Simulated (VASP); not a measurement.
# Pd (Fm-3m) in VASP: relaxation of cell and atoms with PBEsol

Aim: the relaxation of cell and atoms of Pd with PBEsol.

All numbers are computed with VASP 6.6.1; they aren't measurements. Logs are shortened: lines on timing, memory, paths and dates and some standing lists are left out, and cuts for length are marked.

## 1. The cell of the first run

The structure is cubic, space group Fm-3m (No. 225). Conventional cell: a = 3.893 Å, b = 3.893 Å, c = 3.893 Å, α = 90.00°, β = 90.00°, γ = 90.00°. Pd (site symmetry m-3m) has 12 Pd at 2.75 Å within 3.6 Å.

## 2. Relaxation of cell and atoms, PBEsol

INCAR

```
  ALGO = Normal
  EDIFF = 1E-7
  EDIFFG = -0.002
  ENCUT = 600
  GGA = PS
  IBRION = 2
  ISIF = 3
  ISMEAR = -1
  LASPH = True
  LCHARG = False
  LREAL = False
  LWAVE = False
  NELM = 60
  NSW = 100
  PREC = Accurate
  SIGMA = 0.1
```

KPOINTS

```
k-points
0
Gamma
  24 24 24
```

POSCAR

```
Pd
1.0
    0.0000000000      1.9465000000      1.9465000000
    1.9465000000      0.0000000000      1.9465000000
    1.9465000000      1.9465000000      0.0000000000
Pd
1
Direct
    0.0000000000      0.0000000000      0.0000000000
```

Potentials or basis: VASP PAW PBE potentials, release 64 (Pd).

Launch:

```bash
cat potpaw_PBE.64/Pd/POTCAR > POTCAR
mpirun -np 1 vasp_std > vasp.out
```

OUTCAR:

```text
EDIFF = 1E-7
   EDIFFG = -0.002
   ENCUT = 600
   GGA = PS
   IBRION = 2
   ISIF = 3
   ISMEAR = -1
   LASPH = True
   LREAL = False
   NELM = 60
   NSW = 100
   PREC = Accurate

 ion  position               nearest neighbor table
   1  0.000  0.000  0.000-

  LATTYP: Found a face centered cubic cell.
 ALAT       =     3.8930000000

  Lattice vectors:

 A1 = (   0.0000000000,   1.9465000000,   1.9465000000)
 A2 = (   1.9465000000,   0.0000000000,   1.9465000000)
 A3 = (   1.9465000000,   1.9465000000,   0.0000000000)

Analysis of symmetry for initial positions (statically):
=====================================================================
 Subroutine PRICEL returns:
 Original cell was already a primitive cell.

 Routine SETGRP: Setting up the symmetry group for a
 face centered cubic supercell.

 Subroutine GETGRP returns: Found 48 space group operations
 (whereof 48 operations were pure point group operations)
 out of a pool of 48 trial point group operations.

The static configuration has the point symmetry O_h .

Analysis of symmetry for dynamics (positions and initial velocities):
=====================================================================
 Subroutine PRICEL returns:
 Original cell was already a primitive cell.

 Routine SETGRP: Setting up the symmetry group for a
 face centered cubic supercell.

 Subroutine GETGRP returns: Found 48 space group operations
 (whereof 48 operations were pure point group operations)
 out of a pool of 48 trial point group operations.

The dynamic configuration has the point symmetry O_h .

 Subroutine INISYM returns: Found 48 space group operations
 (whereof 48 operations are pure point group operations),
 and found     1 'primitive' translations

----------------------------------------------------------------------------------------

                                     Primitive cell

  volume of cell :      14.7500

  direct lattice vectors                    reciprocal lattice vectors
     0.000000000  1.946500000  1.946500000    -0.256871307  0.256871307  0.256871307
     1.946500000  0.000000000  1.946500000     0.256871307 -0.256871307  0.256871307
     1.946500000  1.946500000  0.000000000     0.256871307  0.256871307 -0.256871307

  length of vectors
     2.752766699  2.752766699  2.752766699     0.444914156  0.444914156  0.444914156

  position of ions in fractional coordinates (direct lattice)
     0.000000000  0.000000000  0.000000000

  ion indices of the primitive-cell ions
   primitive index   ion index
                 1           1

----------------------------------------------------------------------------------------

 KPOINTS: k-points

Automatic generation of k-mesh.
 Grid dimensions read from file:
 generate k-points for:   24   24   24

 Generating k-lattice:

  Cartesian coordinates                     Fractional coordinates (reciprocal lattice)
    -0.010702971  0.010702971  0.010702971     0.041666667  0.000000000  0.000000000
     0.010702971 -0.010702971  0.010702971     0.000000000  0.041666667  0.000000000
     0.010702971  0.010702971 -0.010702971     0.000000000  0.000000000  0.041666667

  Length of vectors
     0.018538090  0.018538090  0.018538090

  Shift w.r.t. Gamma in fractional coordinates (k-lattice)
     0.000000000  0.000000000  0.000000000

 Subroutine IBZKPT returns following result:
 ===========================================

 Found    413 irreducible k-points:

 Following reciprocal coordinates:
            Coordinates               Weight
  0.000000  0.000000  0.000000      1.000000
  0.041667  0.000000  0.000000      8.000000
  0.083333  0.000000  0.000000      8.000000
  0.125000  0.000000  0.000000      8.000000
  0.166667  0.000000  0.000000      8.000000
  0.208333  0.000000  0.000000      8.000000
[... 16 lines left out ...]
  0.416667  0.041667  0.000000     24.000000
  0.458333  0.041667  0.000000     24.000000
 [... further k-points ...]
   k-points           NKPTS =    413   k-points in BZ     NKDIM =    413   number of bands    NBANDS=      9
   number of dos      NEDOS =    301   number of ions     NIONS =      1
   total plane-waves  NPLWV =  13824
   dimension x,y,z NGX =    24 NGY =   24 NGZ =   24
   dimension x,y,z NGXF=    48 NGYF=   48 NGZF=   48
   ions per type =               1
   NGX,Y,Z   is equivalent  to a cutoff of  14.49, 14.49, 14.49 a.u.
   NGXF,Y,Z  is equivalent  to a cutoff of  28.99, 28.99, 28.99 a.u.
 SYSTEM =  unknown system
   PREC   = accura    normal or accurate (medium, high low for compatibility)
   ISTART =      0    job   : 0-new  1-cont  2-samecut
   ICHARG =      2    charge: 1-file 2-atom 10-const
   ISPIN  =      1    spin polarized calculation?
   LNONCOLLINEAR =      F non collinear calculations
   LSORBIT =      F    spin-orbit coupling
   LASPH  =      T    aspherical Exc in radial PAW
   ENCUT  =  600.0 eV  44.10 Ry    6.64 a.u.   5.50  5.50  5.50*2*pi/ulx,y,z
   NELM   =     60;   NELMIN=  2; NELMDL= -5     # of ELM steps
   EDIFF  = 0.1E-06   stopping-criterion for ELM
   LREAL  =      F    real-space projection
   EDIFFG = -.2E-02   stopping-criterion for IOM
   NSW    =    100    number of steps for IOM
   IBRION =      2    ionic relax: 0-MD 1-quasi-New 2-CG
   NFREE  =      1    steps in history (QN), initial steepest desc. (CG)
   ISIF   =      3    stress and relaxation
   ISYM   =      2    0-nonsym 1-usesym 2-fastsym
   POTIM  = 0.5000    time-step for ionic-motion
   TEBEG  =    0.0;   TEEND  =   0.0 temperature during run
   PSTRESS=    0.0 pullay stress
   NELECT =      10.0000    total number of electrons
   NUPDOWN=      -1.0000    fix difference up-down
   EMIN   =  10.00;   EMAX   =-10.00  energy-range for DOS
   EFERMI =   0.00;   METHOD = LEGACY
   ISMEAR =    -1;   SIGMA  =   0.10  broadening in eV -4-tet -1-fermi 0-gaus
   EFERMI_NEDOS =   21; number of points for ismear=-14 and -15
   IALGO  =     38    algorithm
   IMIX   =      4    mixing-type and parameters
     AMIX     =   0.40;   BMIX     =  1.00
     AMIX_MAG =   1.60;   BMIX_MAG =  1.00
  volume/ion in A,a.u.               =      14.75        99.54
  Fermi-wavevector in a.u.,A,eV,Ry     =   1.438171  2.717748 28.141404  2.068335
  Thomas-Fermi vector in A             =   2.557167
   LORBIT       =      0    0 simple, 1 ext, 2 COOP (PROOUT), +10 PAW based schemes
   GGA     = PS    functional components
   LHFCALC =     F    Hartree Fock is set to
   AEXX    =    0.0000 exact exchange contribution
   IVDW    =     0    specifies the selected vdW correction
   LEPSILON=     F    determine dielectric tensor
   LRPA    =     F    only Hartree local field effects (RPA)
 conjugate gradient relaxation of ions
 non-spin polarized calculation
  energy-cutoff  :      600.00
  volume of cell :       14.75
 maximum number of plane-waves:       531
 NGX is ok and might be reduce to    24
   NGX = 11   NGY = 11   NGZ = 11

--------------------------------------- Ionic step        1  -------------------------------------------

 number of electron      10.0000000 magnetization

 number of electron       9.9999999 magnetization

 Free energy of the ion-electron system (eV)
  ---------------------------------------------------
  ext. energy  EPLUGINS =         0.00000000
  ---------------------------------------------------
  free energy    TOTEN  =        -5.99430514 eV

  energy without entropy =       -5.93135888  energy(sigma->0) =       -5.96283201

------------------------ aborting loop because EDIFF is reached ----------------------------------------

  FORCE on cell =-STRESS in cart. coord.  units (eV):
  Direction    XX          YY          ZZ          XY          YZ          ZX
  --------------------------------------------------------------------------------------
  -------------------------------------------------------------------------------------
  Total       -0.2442685     -0.2442685     -0.2442685     -0.0000000      0.0000000      0.0000000
  in kB      -26.5329064    -26.5329064    -26.5329064     -0.0000000      0.0000000      0.0000000
  external PRESSURE =     -26.5329064 kB  Pullay stress =       0.0000000 kB

 VOLUME and BASIS-vectors are now :
 -----------------------------------------------------------------------------
  energy-cutoff  :      600.00
  volume of cell :       14.75
      direct lattice vectors                 reciprocal lattice vectors
     0.000000000  1.946500000  1.946500000    -0.256871307  0.256871307  0.256871307
     1.946500000  0.000000000  1.946500000     0.256871307 -0.256871307  0.256871307
     1.946500000  1.946500000  0.000000000     0.256871307  0.256871307 -0.256871307

 POSITION                                       TOTAL-FORCE (eV/Angst)
 -----------------------------------------------------------------------------------
      0.00000      0.00000      0.00000         0.000000      0.000000      0.000000
 -----------------------------------------------------------------------------------
    total drift:                               -0.000000      0.000000      0.000000

  FREE ENERGIE OF THE ION-ELECTRON SYSTEM (eV)
  ---------------------------------------------------
  free  energy   TOTEN  =        -5.9943051415 eV

  energy  without entropy=       -5.9313588786  energy(sigma->0) =       -5.96283201

--------------------------------------- Ionic step        2  -------------------------------------------

 number of electron      10.0000002 magnetization

 E-fermi :  10.2687     XC(G=0): -13.6023

 val. band max:       10.2681897055   @ k =  -0.4583   0.2917   0.0417
 cond. band min:      10.2783982779   @ k =   0.3750   0.1250   0.0417
 fundamental gap:      0.0102085724
 Fermi energy:        10.2686688990

 k-point     1 :       0.0000    0.0000    0.0000
  band No.  band energies     occupation
      1       2.7133      2.00000
      2       7.2151      2.00000
      3       7.2151      2.00000
      4       7.2151      2.00000
      5       8.9424      2.00000
      6       8.9424      2.00000
      7      27.3730      0.00000
      8      32.3451      0.00000
      9      32.3451      0.00000

 k-point     2 :       0.0417    0.0000    0.0000
  band No.  band energies     occupation
      1       2.7789      2.00000
      2       7.1902      2.00000
      3       7.2388      2.00000
      4       7.2388      2.00000
      5       8.9303      2.00000
      6       8.9303      2.00000
      7      27.4497      0.00000
      8      31.8898      0.00000
      9      32.4250      0.00000
[... 286 lines left out ...]
 POSITION                                       TOTAL-FORCE (eV/Angst)
 -----------------------------------------------------------------------------------
      0.00000      0.00000      0.00000         0.000000      0.000000     -0.000000
 -----------------------------------------------------------------------------------
    total drift:                               -0.000000      0.000000      0.000000

  FREE ENERGIE OF THE ION-ELECTRON SYSTEM (eV)
  ---------------------------------------------------
  free  energy   TOTEN  =        -5.9913872528 eV

  energy  without entropy=       -5.9306866934  energy(sigma->0) =       -5.96103697

--------------------------------------- Ionic step        3  -------------------------------------------

 number of electron      10.0000000 magnetization

 Free energy of the ion-electron system (eV)
  ---------------------------------------------------
  ext. energy  EPLUGINS =         0.00000000
  ---------------------------------------------------
  free energy    TOTEN  =        -5.99597938 eV

  energy without entropy =       -5.93388653  energy(sigma->0) =       -5.96493295

 E-fermi :   9.8834     XC(G=0): -13.4642

 val. band max:        9.8798357296   @ k =  -0.4583   0.2917   0.0417
 cond. band min:       9.8859819630   @ k =  -0.2917   0.0833   0.0000
 fundamental gap:      0.0061462333
 Fermi energy:         9.8834336880

 k-point     1 :       0.0000    0.0000    0.0000
  band No.  band energies     occupation
      1       2.5048      2.00000
      2       6.9357      2.00000
      3       6.9357      2.00000
      4       6.9357      2.00000
      5       8.6018      1.99999
      6       8.6018      1.99999
      7      26.9846      0.00000
      8      31.8290      0.00000
      9      31.8290      0.00000

 k-point     2 :       0.0417    0.0000    0.0000
  band No.  band energies     occupation
      1       2.5691      2.00000
      2       6.9118      2.00000
      3       6.9587      2.00000
      4       6.9587      2.00000
      5       8.5903      2.00000
      6       8.5903      2.00000
      7      27.0570      0.00000
      8      31.3739      0.00000
      9      31.9048      0.00000
[... 286 lines left out ...]
 POSITION                                       TOTAL-FORCE (eV/Angst)
 -----------------------------------------------------------------------------------
      0.00000      0.00000      0.00000         0.000000      0.000000      0.000000
 -----------------------------------------------------------------------------------
    total drift:                                0.000000      0.000000     -0.000000

  FREE ENERGIE OF THE ION-ELECTRON SYSTEM (eV)
  ---------------------------------------------------
  free  energy   TOTEN  =        -5.9959793797 eV

  energy  without entropy=       -5.9338865272  energy(sigma->0) =       -5.96493295

 reached required accuracy - stopping structural energy minimisation
```

Run time: 76 s. Hardware: 1 thread of Intel Xeon Platinum 8488C (Sapphire Rapids), shared host; peak memory 0.21 GiB.

Results:

```yaml
Free_energy: -5.9960 eV
Relaxed_volume: 14.55 Å³/atom
Relaxed_cell: a = 2.740 Å, b = 2.740 Å, c = 2.740 Å, α = 60.00°, β = 60.00°, γ = 60.00°
Space_group_after_relaxing_to_0.1_Å: Fm-3m (No. 225)
Energy_gained_by_relaxing: 1.7 meV/atom
Ionic_steps: 3
Pressure_after_relaxing: 0.0 GPa
Band_gap_on_the_k_mesh: zero (bands 5 and 6 overlap by 1.63 eV)
```

Step by step:
| step | energy change (eV) | largest force (eV/Å) | pressure (GPa) | volume (Å³) |
| --- | --- | --- | --- | --- |
| 1 | 0.0000 | 0.0000 | -2.65 | 14.75 |
| 2 | 0.0029 | 0.0000 | 4.77 | 14.23 |
| 3 | -0.0017 | 0.0000 | -0.01 | 14.55 |

Final structure:
```cif
data_structure
_symmetry_space_group_name_H-M 'P 1'
_symmetry_Int_Tables_number 1
_cell_length_a 2.7404
_cell_length_b 2.7404
_cell_length_c 2.7404
_cell_angle_alpha 60.000
_cell_angle_beta 60.000
_cell_angle_gamma 60.000
_cell_volume 14.55
loop_
_atom_site_label
_atom_site_type_symbol
_atom_site_fract_x
_atom_site_fract_y
_atom_site_fract_z
_atom_site_occupancy
Pd1 Pd 0.00000 0.00000 0.00000 1
```

Levels at points of the mesh, in eV from the Fermi level:
```csv
k point,band 1,band 2,band 3,band 4,band 5,band 6,band 7,band 8,band 9
"(0.00, 0.00, 0.00)",-7.38,-2.95,-2.95,-2.95,-1.28,-1.28,17.10,21.95,21.95
"(0.50, 0.00, 0.00)",-5.48,-2.99,-2.99,-0.05,-0.05,0.86,7.34,16.46,21.11
"(0.50, 0.50, 0.00)",-5.57,-5.28,-0.07,0.27,0.27,3.22,10.82,13.15,13.15
```

Caveat: the PAW data sets were made with another functional, which shifts forces and pressure a little.
